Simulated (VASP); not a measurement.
Here is a VASP 6.6.1 calculation.

INCAR

```
SYSTEM = SnSe
PREC = Accurate ; ENCUT = 520
EDIFF = 1E-7 ; ISMEAR = 1
SIGMA = 0.1 ; LREAL = .FALSE.
LASPH = .TRUE. ; NELM = 80
ALGO = Normal ; ISIF = 2
LWAVE = .FALSE. ; LCHARG = .FALSE.
GGA = PE ; IVDW = 12
NBANDS = 17
```

The input KPOINTS:

```
regular mesh
0
G
  9 9 9
  0 0 0
```

File POSCAR:

```
SnSe
1.0
    0.0000000000      3.0104337128      3.0104337128
    3.0104337128      0.0000000000      3.0104337128
    3.0104337128      3.0104337128      0.0000000000
Sn Se
1 1
Direct
   -0.0750000000     -0.0750000000      0.0750000000
    0.5750000000      0.5750000000      0.4250000000
```

Potentials or basis: VASP PAW PBE potentials, release 64 (Sn_d, Se).

Launch:

```console
$ cat potpaw_PBE.64/Sn_d/POTCAR potpaw_PBE.64/Se/POTCAR > POTCAR
$ mpirun -np 1 vasp_std > vasp.out
```

Estimate the pressure.

24.0 GPa.

Estimate the largest force.

9.777 eV/Å.

What does it give for the band gap on the k mesh?

0.23 eV, indirect (least direct gap 1.29 eV).

Estimate the dispersion energy per atom.

-0.368 eV.

Forces in eV/Å, atoms in the order of the input:
```
Sn   0.000  0.000  9.777
Se   0.000  0.000 -9.777
```

Caveat: three body term missing; spin-orbit coupling is left out, which moves the levels of the heavy elements; forces of over 1 eV/Å act on the atoms, so gaps and moduli don't describe the material at rest. A k mesh can miss the band edges.
